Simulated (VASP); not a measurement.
Here is a VASP 6.6.1 calculation.

File POSCAR:

```
BaZrO3
1.0
    4.1815000000      0.0000000000      0.0000000000
    0.0000000000      4.1815000000      0.0000000000
    0.0000000000      0.0000000000      4.1815000000
Ba Zr O
1 1 3
Direct
    0.5000000000      0.4556103001      0.4556103001
    0.0000000000      0.0000000000      0.0000000000
    0.5000000000      0.0000000000      0.0000000000
    0.0000000000      0.5000000000      0.0000000000
    0.0000000000      0.0000000000      0.5000000000
```

The input INCAR.step1:

```
ALGO = Normal
EDIFF = 1E-4
ENCUT = 520
GGA = PE
ISMEAR = 0
LASPH = True
LCHARG = False
LREAL = False
LWAVE = True
NBANDS = 28
NELM = 100
PREC = Accurate
SIGMA = 0.05
```

INCAR.step2

```
ALGO = Normal
EDIFF = 1E-6
ENCUT = 520
ISIF = 2
ISMEAR = 0
ISTART = 1
LASPH = True
LCHARG = False
LMIXTAU = True
LREAL = False
LWAVE = False
METAGGA = R2SCAN
NBANDS = 28
NELM = 100
PREC = Accurate
SIGMA = 0.05
```

KPOINTS

```
k-points
0
Gamma
  6 6 6
```

Potentials or basis: VASP PAW PBE potentials, release 64 (Ba_sv, Zr_sv, O).

Launch:

```sh
$ cat potpaw_PBE.64/Ba_sv/POTCAR potpaw_PBE.64/Zr_sv/POTCAR potpaw_PBE.64/O/POTCAR > POTCAR
$ cp INCAR.step1 INCAR
$ mpirun -np 1 vasp_std > vasp.out
$ cp INCAR.step2 INCAR
$ mpirun -np 1 vasp_std > vasp.out
```

Problem. What does it give for the pressure?

Solution. 5.4 GPa.

Problem. Predict the largest force.

Solution. 1.334 eV/Å.

Problem. Estimate the band gap on the k mesh.

Solution. 3.66 eV (least direct gap 3.89 eV).

Stress tensor (GPa, compression positive):
```
5.62 0.00 0.00
0.00 5.30 1.51
0.00 1.51 5.30
```

Caveat: the cell differs from its parent crystal (all Ba atoms moved +0.263 Å, as atom 1 towards its neighbour atom 3 (O) at 2.957 Å); the cell stands under pressure; the PAW data sets were made with another functional, which shifts forces and pressure a little; spin-orbit coupling is left out, which moves the levels of the heavy elements. A k mesh can miss the band edges.
